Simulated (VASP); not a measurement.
A run of VASP 6.6.1 is set up as follows.

The input INCAR:

```
SYSTEM = MgO
PREC = Accurate ; ENCUT = 600
EDIFF = 1E-6 ; ISMEAR = -1
SIGMA = 0.05 ; LREAL = .FALSE.
LASPH = .TRUE. ; NELM = 120
ALGO = Normal ; ISIF = 2
LWAVE = .FALSE. ; LCHARG = .FALSE.
GGA = PS ; NBANDS = 16
GGA_COMPAT = .FALSE.
```

Contents of KPOINTS:

```
regular mesh
0
G
  5 5 3
  0 0 0
```

POSCAR

```
MgO
1.0
    3.3077900000      0.0000000000      0.0000000000
   -1.6538900000      2.8646300000      0.0000000000
    0.0000000000      0.0000000000      4.9828800000
Mg O
2 2
Direct
    0.3333333333      0.6666666667      0.0021600000
    0.6666666667      0.3333333333      0.5021600000
    0.3333333333      0.6666666667      0.4024400000
    0.6666666667      0.3333333333      0.9024400000
```

Potentials or basis: VASP PAW PBE potentials, release 64 (Mg, O).

The run is started by

```bash
$ cat potpaw_PBE.64/Mg/POTCAR potpaw_PBE.64/O/POTCAR > POTCAR
$ mpirun -np 1 vasp_std > vasp.out
```

Q: What does it give for the pressure?

A: -0.1 GPa.

Q: Estimate the largest force.

A: 0.010 eV/Å.

Q: Estimate the band gap on the k mesh.

A: 3.34 eV, direct.

Forces on the atoms (eV/Å):
```
Mg   0.000  0.000  0.010
Mg   0.000  0.000  0.010
O    0.000  0.000 -0.010
O    0.000  0.000 -0.010
```

Caveat: the k points lie up to 0.44 Å⁻¹ apart; the PAW data sets were made with another functional, which shifts forces and pressure a little. A hybrid or GW would open this gap; PBEsol tends to underestimate it.
